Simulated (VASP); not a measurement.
# HfN (Imm2) in VASP: notebook

The runs below take HfN through single point, with PBE.

Program: VASP 6.6.1. These are calculated values, not measurements. Logs are shortened: lines on timing, memory, paths and dates and some standing lists are left out, and cuts for length are marked.

### Step 1. The cell of the first run

It takes space group Imm2 (No. 44, orthorhombic). The conventional cell has a = 3.216 Å, b = 4.548 Å, c = 3.216 Å, α = 90.00°, β = 90.00°, γ = 90.00°. Within 2.5 Å of Hf (site symmetry mm2) lie 4 N at 1.90 to 2.35 Å. Within 2.5 Å of N (site symmetry mm2) lie 4 Hf at 1.90 to 2.35 Å.

### Step 2. Single point, PBE (atom 2 (N) moved by (-0.600, +0.000) A along [1 1 0] and z)

The input, INCAR:

```
SYSTEM = HfN
PREC     = Accurate       ! precision mode
ENCUT    = 520            ! plane-wave cutoff, eV
EDIFF    = 1E-7           ! SCF threshold, eV
ISMEAR   = 0              ! smearing method
SIGMA    = 0.15           ! smearing width, eV
LREAL    = .False.        ! projectors in reciprocal space
LASPH    = .True.         ! aspherical terms in the spheres
NELM     = 100            ! most SCF steps
ALGO     = Normal         ! electronic algorithm
ISIF     = 2              ! what is computed and relaxed
LWAVE    = .False.        ! write WAVECAR
LCHARG   = .False.        ! write CHGCAR
GGA      = PE             ! functional
NBANDS   = 14             ! bands
```

The input, KPOINTS:

```
Automatic mesh
0
Gamma
  22 22 22
  0 0 0
```

The input, POSCAR:

```
HfN
1.0
    0.0000000000      2.2738965586      2.2738965586
    2.2738965586      0.0000000000      2.2738965586
    2.2738965586      2.2738965586      0.0000000000
Hf N
1 1
Direct
    0.0000000000      0.0000000000      0.0000000000
    0.5000000000      0.5000000000      0.3134198026
```

Potentials or basis: VASP PAW PBE potentials, release 64 (Hf_pv, N).

Started as:

```sh
$ cat potpaw_PBE.64/Hf_pv/POTCAR potpaw_PBE.64/N/POTCAR > POTCAR
$ mpirun -np 1 vasp_std > vasp.out
```

OUTCAR:

```text
SYSTEM = HfN
   PREC = Accurate
   ENCUT = 520
   EDIFF = 1E-7
   ISMEAR = 0
   LREAL = .False.
   LASPH = .True.
   NELM = 100
   ISIF = 2
   GGA = PE

 ion  position               nearest neighbor table
   1  0.000  0.000  0.000-   2 1.90   2 1.90   2 2.35   2 2.35   2 2.73   2 2.73
   2  0.500  0.500  0.313-   1 1.90   1 1.90   1 2.35   1 2.35   1 2.73   1 2.73

  LATTYP: Found a face centered cubic cell.
 ALAT       =     4.5477931172

  Lattice vectors:

 A1 = (   0.0000000000,   2.2738965586,   2.2738965586)
 A2 = (   2.2738965586,   0.0000000000,   2.2738965586)
 A3 = (   2.2738965586,   2.2738965586,   0.0000000000)

Analysis of symmetry for initial positions (statically):
=====================================================================
 Subroutine PRICEL returns:
 Original cell was already a primitive cell.

 Routine SETGRP: Setting up the symmetry group for a
 face centered cubic supercell.

 Subroutine GETGRP returns: Found  4 space group operations
 (whereof  4 operations were pure point group operations)
 out of a pool of 48 trial point group operations.

The static configuration has the point symmetry C_2v.

Analysis of symmetry for dynamics (positions and initial velocities):
=====================================================================
 Subroutine PRICEL returns:
 Original cell was already a primitive cell.

 Routine SETGRP: Setting up the symmetry group for a
 face centered cubic supercell.

 Subroutine GETGRP returns: Found  4 space group operations
 (whereof  4 operations were pure point group operations)
 out of a pool of 48 trial point group operations.

The dynamic configuration has the point symmetry C_2v.

 Subroutine INISYM returns: Found  4 space group operations
 (whereof  4 operations are pure point group operations),
 and found     1 'primitive' translations

----------------------------------------------------------------------------------------

                                     Primitive cell

  volume of cell :      23.5148

  direct lattice vectors                    reciprocal lattice vectors
     0.000000000  2.273896559  2.273896559    -0.219886871  0.219886871  0.219886871
     2.273896559  0.000000000  2.273896559     0.219886871 -0.219886871  0.219886871
     2.273896559  2.273896559  0.000000000     0.219886871  0.219886871 -0.219886871

  length of vectors
     3.215775353  3.215775353  3.215775353     0.380855233  0.380855233  0.380855233

  position of ions in fractional coordinates (direct lattice)
     0.000000000  0.000000000  0.000000000
     0.500000000  0.500000000  0.313419803

  ion indices of the primitive-cell ions
   primitive index   ion index
                 1           1
                 2           2

----------------------------------------------------------------------------------------

 KPOINTS: Automatic mesh

Automatic generation of k-mesh.
 Grid dimensions read from file:
 generate k-points for:   22   22   22

 Generating k-lattice:

  Cartesian coordinates                     Fractional coordinates (reciprocal lattice)
    -0.009994858  0.009994858  0.009994858     0.045454545  0.000000000  0.000000000
     0.009994858 -0.009994858  0.009994858     0.000000000  0.045454545  0.000000000
     0.009994858  0.009994858 -0.009994858     0.000000000  0.000000000  0.045454545

  Length of vectors
     0.017311602  0.017311602  0.017311602

  Shift w.r.t. Gamma in fractional coordinates (k-lattice)
     0.000000000  0.000000000  0.000000000

 Subroutine IBZKPT returns following result:
 ===========================================

 Found   1530 irreducible k-points:

 Following reciprocal coordinates:
            Coordinates               Weight
  0.000000  0.000000  0.000000      1.000000
  0.045455  0.000000  0.000000      4.000000
  0.000000  0.000000  0.045455      4.000000
  0.090909  0.000000  0.000000      4.000000
  0.000000  0.000000  0.090909      4.000000
  0.136364  0.000000  0.000000      4.000000
[... 16 lines left out ...]
  0.000000  0.000000  0.500000      2.000000
  0.045455  0.045455  0.000000      2.000000
 [... further k-points ...]
   k-points           NKPTS =   1530   k-points in BZ     NKDIM =   1530   number of bands    NBANDS=     14
   number of dos      NEDOS =    301   number of ions     NIONS =      2
   total plane-waves  NPLWV =  13824
   dimension x,y,z NGX =    24 NGY =   24 NGZ =   24
   dimension x,y,z NGXF=    48 NGYF=   48 NGZF=   48
   ions per type =               1   1
   NGX,Y,Z   is equivalent  to a cutoff of  12.41, 12.41, 12.41 a.u.
   NGXF,Y,Z  is equivalent  to a cutoff of  24.81, 24.81, 24.81 a.u.
 SYSTEM =  HfN
   PREC   = accura    normal or accurate (medium, high low for compatibility)
   ISTART =      0    job   : 0-new  1-cont  2-samecut
   ICHARG =      2    charge: 1-file 2-atom 10-const
   ISPIN  =      1    spin polarized calculation?
   LNONCOLLINEAR =      F non collinear calculations
   LSORBIT =      F    spin-orbit coupling
   LASPH  =      T    aspherical Exc in radial PAW
   ENCUT  =  520.0 eV  38.22 Ry    6.18 a.u.   5.98  5.98  5.98*2*pi/ulx,y,z
   NELM   =    100;   NELMIN=  2; NELMDL= -5     # of ELM steps
   EDIFF  = 0.1E-06   stopping-criterion for ELM
   LREAL  =      F    real-space projection
   EDIFFG = 0.1E-05   stopping-criterion for IOM
   NSW    =      0    number of steps for IOM
   IBRION =     -1    ionic relax: 0-MD 1-quasi-New 2-CG
   NFREE  =      0    steps in history (QN), initial steepest desc. (CG)
   ISIF   =      2    stress and relaxation
   ISYM   =      2    0-nonsym 1-usesym 2-fastsym
   POTIM  = 0.5000    time-step for ionic-motion
   TEBEG  =    0.0;   TEEND  =   0.0 temperature during run
   PSTRESS=    0.0 pullay stress
   NELECT =      15.0000    total number of electrons
   NUPDOWN=      -1.0000    fix difference up-down
   EMIN   =  10.00;   EMAX   =-10.00  energy-range for DOS
   EFERMI =   0.00;   METHOD = LEGACY
   ISMEAR =     0;   SIGMA  =   0.15  broadening in eV -4-tet -1-fermi 0-gaus
   EFERMI_NEDOS =   21; number of points for ismear=-14 and -15
   IALGO  =     38    algorithm
   IMIX   =      4    mixing-type and parameters
     AMIX     =   0.40;   BMIX     =  1.00
     AMIX_MAG =   1.60;   BMIX_MAG =  1.00
  volume/ion in A,a.u.               =      11.76        79.34
  Fermi-wavevector in a.u.,A,eV,Ry     =   1.409260  2.663116 27.021369  1.986015
  Thomas-Fermi vector in A             =   2.531334
   LORBIT       =      0    0 simple, 1 ext, 2 COOP (PROOUT), +10 PAW based schemes
   GGA     = PE    functional components
   LHFCALC =     F    Hartree Fock is set to
   AEXX    =    0.0000 exact exchange contribution
   IVDW    =     0    specifies the selected vdW correction
   LEPSILON=     F    determine dielectric tensor
   LRPA    =     F    only Hartree local field effects (RPA)
 non-spin polarized calculation
 Gauss-broadening in eV      SIGMA  =   0.15
  energy-cutoff  :      520.00
  volume of cell :       23.51
 maximum number of plane-waves:       645
   NGX = 11   NGY = 11   NGZ = 11

 number of electron      15.0000000 magnetization

 Free energy of the ion-electron system (eV)
  ---------------------------------------------------
  ext. energy  EPLUGINS =         0.00000000
  ---------------------------------------------------
  free energy    TOTEN  =       -19.84523326 eV

  energy without entropy =      -19.83641545  energy(sigma->0) =      -19.84082435

 E-fermi :   8.1204     XC(G=0): -12.4933

 val. band max:        8.1201531246   @ k =   0.1818   0.0455   0.4091
 cond. band min:       8.1217675413   @ k =   0.2727   0.0909   0.4091
 fundamental gap:      0.0016144167
 Fermi energy:         8.1204255703

 k-point     1 :       0.0000    0.0000    0.0000
  band No.  band energies     occupation
      1     -22.8462      2.00000
      2     -22.8351      2.00000
      3     -22.6080      2.00000
      4      -9.2634      2.00000
      5       2.4872      2.00000
      6       3.2254      2.00000
      7       3.2618      2.00000
      8       7.8626      1.98495
      9       8.9338      0.00000
     10       9.7098      0.00000
     11      10.6923      0.00000
     12      13.5621      0.00000
     13      13.8783      0.00000
     14      17.3281      0.00000

 k-point     2 :       0.0455    0.0000    0.0000
  band No.  band energies     occupation
      1     -22.8695      2.00000
      2     -22.8338      2.00000
      3     -22.6153      2.00000
      4      -9.2104      2.00000
      5       2.4444      2.00000
      6       3.2239      2.00000
      7       3.2349      2.00000
      8       7.8422      1.99129
      9       8.9922      0.00000
     10       9.5998      0.00000
     11      10.7781      0.00000
     12      13.3386      0.00000
     13      14.3275      0.00000
     14      17.4726      0.00000

 k-point     3 :       0.0000    0.0000    0.0455
  band No.  band energies     occupation
      1     -22.8606      2.00000
      2     -22.8371      2.00000
      3     -22.6156      2.00000
      4      -9.2247      2.00000
      5       2.4025      2.00000
      6       3.2262      2.00000
      7       3.2295      2.00000
      8       7.9052      1.95756
      9       8.9210      0.00000
     10       9.7284      0.00000
     11      10.6955      0.00000
     12      13.7086      0.00000
     13      13.9679      0.00000
     14      17.5132      0.00000

 k-point     4 :       0.0909    0.0000    0.0000
  band No.  band energies     occupation
      1     -22.9318      2.00000
      2     -22.8383      2.00000
      3     -22.6334      2.00000
      4      -9.0556      2.00000
      5       2.2868      2.00000
      6       3.1671      2.00000
      7       3.2526      2.00000
      8       7.7853      1.99842
      9       9.1289      0.00000
     10       9.3665      0.00000
     11      10.9705      0.00000
     12      13.3316      0.00000
     13      14.9798      0.00000
     14      17.8987      0.00000

 k-point     5 :       0.0000    0.0000    0.0909
  band No.  band energies     occupation
      1     -22.9055      2.00000
      2     -22.8429      2.00000
      3     -22.6343      2.00000
      4      -9.1119      2.00000
      5       2.1788      2.00000
      6       3.1238      2.00000
      7       3.2225      2.00000
      8       8.0353      1.57791
      9       8.8823      0.00000
     10       9.7040      0.00000
     11      10.8565      0.00000
[... 276 lines left out ...]
 k-point    22 :       0.5000    0.0000    0.0000
  band No.  band energies     occupation
      1     -23.8839      2.00000
      2     -22.9307      2.00000
      3     -22.7821      2.00000
      4      -6.5404      2.00000
      5      -0.4873      2.00000
      6       2.5108      2.00000
      7       3.7133      2.00000
      8       8.8944      0.00000
      9       9.1674      0.00000
     10      12.3586      0.00000
     11      12.8436      0.00000
     12      14.1733      0.00000
     13      16.5278      0.00000
     14      20.0525      0.00000

 k-point    23 :       0.0000    0.0000    0.5000
  band No.  band energies     occupation
      1     -23.6840      2.00000
      2     -22.9318      2.00000
      3     -22.7620      2.00000
      4      -7.3841      2.00000
      5      -0.0681      2.00000
      6       1.7581      2.00000
      7       2.1218      2.00000
      8       9.5803      0.00000
      9      11.3626      0.00000
     10      12.3838      0.00000
     11      14.3153      0.00000
     12      16.6771      0.00000
     13      17.7549      0.00000
     14      18.1913      0.00000

 k-point    24 :       0.0455    0.0455    0.0000
  band No.  band energies     occupation
      1     -22.8544      2.00000
      2     -22.8414      2.00000
      3     -22.6265      2.00000
      4      -9.2126      2.00000
      5       2.3275      2.00000
      6       3.2579      2.00000
      7       3.2912      2.00000
      8       7.9410      1.90928
      9       8.9614      0.00000
     10       9.5277      0.00000
     11      10.7333      0.00000
     12      13.8406      0.00000
     13      13.9347      0.00000
     14      17.5734      0.00000

 [... further k-points ...]

------------------------ aborting loop because EDIFF is reached ----------------------------------------

  FORCE on cell =-STRESS in cart. coord.  units (eV):
  Direction    XX          YY          ZZ          XY          YZ          ZX
  --------------------------------------------------------------------------------------
  -------------------------------------------------------------------------------------
  Total        8.5470426      8.5470426      0.5675854     -2.9129827      0.0000000      0.0000000
  in kB      582.3503550    582.3503550     38.6722699   -198.4752598      0.0000000      0.0000000
  external PRESSURE =     401.1243266 kB  Pullay stress =       0.0000000 kB

 VOLUME and BASIS-vectors are now :
 -----------------------------------------------------------------------------
  energy-cutoff  :      520.00
  volume of cell :       23.51
      direct lattice vectors                 reciprocal lattice vectors
     0.000000000  2.273896559  2.273896559    -0.219886871  0.219886871  0.219886871
     2.273896559  0.000000000  2.273896559     0.219886871 -0.219886871  0.219886871
     2.273896559  2.273896559  0.000000000     0.219886871  0.219886871 -0.219886871

 POSITION                                       TOTAL-FORCE (eV/Angst)
 -----------------------------------------------------------------------------------
      0.00000      0.00000      0.00000        -4.558776     -4.558776      0.000000
      1.84963      1.84963      2.27390         4.558776      4.558776      0.000000
 -----------------------------------------------------------------------------------
    total drift:                               -0.000039     -0.000039      0.000000

  FREE ENERGIE OF THE ION-ELECTRON SYSTEM (eV)
  ---------------------------------------------------
  free  energy   TOTEN  =       -19.8452332578 eV

  energy  without entropy=      -19.8364154504  energy(sigma->0) =      -19.84082435
```

It took 8.1 min on 1 thread of Intel Xeon 8259CL, shared host; peak memory 0.59 GiB.

Results:

* Free energy: -19.8452 eV
* Pressure: 40.1 GPa
* Largest force: 6.447 eV/Å
* Band gap on the k mesh: zero (an odd number of electrons rules out a gap without spin polarisation)

Forces on the atoms (eV/Å):
```
Hf  -4.559 -4.559  0.000
N    4.559  4.559  0.000
```

Caveat: the cell differs from its parent crystal (atom 2 (N) moved by (-0.600, +0.000) A along [1 1 0] and z); the cell stands under pressure; spin-orbit coupling is left out, which moves the levels of the heavy elements; forces of over 1 eV/Å act on the atoms, so gaps and moduli don't describe the material at rest.

### Step 3. Single point, PBE (atom 2 (N) moved by (-0.300, +0.000) A along [1 1 0] and z)

The input, INCAR:

```
SYSTEM = HfN
PREC = Accurate
ENCUT = 520
EDIFF = 1E-6
ISMEAR = 0
SIGMA = 0.15
LREAL = .FALSE.
LASPH = .TRUE.
NELM = 80
ALGO = Normal
ISIF = 2
LWAVE = .FALSE.
LCHARG = .TRUE.
GGA = PE
LELF = .TRUE.
LVHAR = .TRUE.
NBANDS = 14
```

The input, KPOINTS:

```
Automatic mesh
0
G
  22 22 22
  0 0 0
```

POSCAR: that of step 2 with these lines changed.

```diff
@@ -9,2 +9,2 @@
     0.0000000000      0.0000000000      0.0000000000
-    0.5000000000      0.5000000000      0.3134198026
+    0.5000000000      0.5000000000      0.4067099013
```

Potentials or basis: VASP PAW PBE potentials, release 64 (Hf_pv, N).

Started as:

```sh
$ cat potpaw_PBE.64/Hf_pv/POTCAR potpaw_PBE.64/N/POTCAR > POTCAR
$ mpirun -np 1 vasp_std > vasp.out
```

Run time: 7.1 min. Hardware: 1 thread of Intel Xeon 8259CL, shared host; peak memory 0.59 GiB.

Results (log left out):

| Property | Result |
| --- | --- |
| Free energy | -21.2724 eV |
| Pressure | 8.9 GPa |
| Largest force | 3.264 eV/Å |
| Band gap on the k mesh | zero (an odd number of electrons rules out a gap without spin polarisation) |

Forces in eV/Å, atoms in the order of the input:
```
Hf  -2.308 -2.308  0.000
N    2.308  2.308  0.000
```

Stress tensor (GPa, compression positive):
```
14.00 -2.59  0.00
-2.59 14.00  0.00
 0.00  0.00 -1.30
```

Levels at points of the mesh, in eV from the Fermi level:
```
           k point  band 6  band 7  band 8  band 9  band 10  band 11
(0.00, 0.00, 0.00)   -3.85   -3.77   -0.26    0.71     0.95     1.48
(0.50, 0.00, 0.00)   -5.91   -5.58    2.69    2.75     3.83     4.35
(0.00, 0.00, 0.50)   -6.18   -6.00    2.64    3.55     4.13     4.76
(0.50, 0.50, 0.00)   -5.41   -3.95   -1.24    4.54     4.79     5.45
(0.00, 0.50, 0.50)   -5.09   -3.76   -2.04    4.35     4.84     5.40
```

Caveat: the cell differs from its parent crystal (atom 2 (N) moved by (-0.300, +0.000) A along [1 1 0] and z); the cell stands under pressure; spin-orbit coupling is left out, which moves the levels of the heavy elements; forces of over 1 eV/Å act on the atoms, so gaps and moduli don't describe the material at rest.
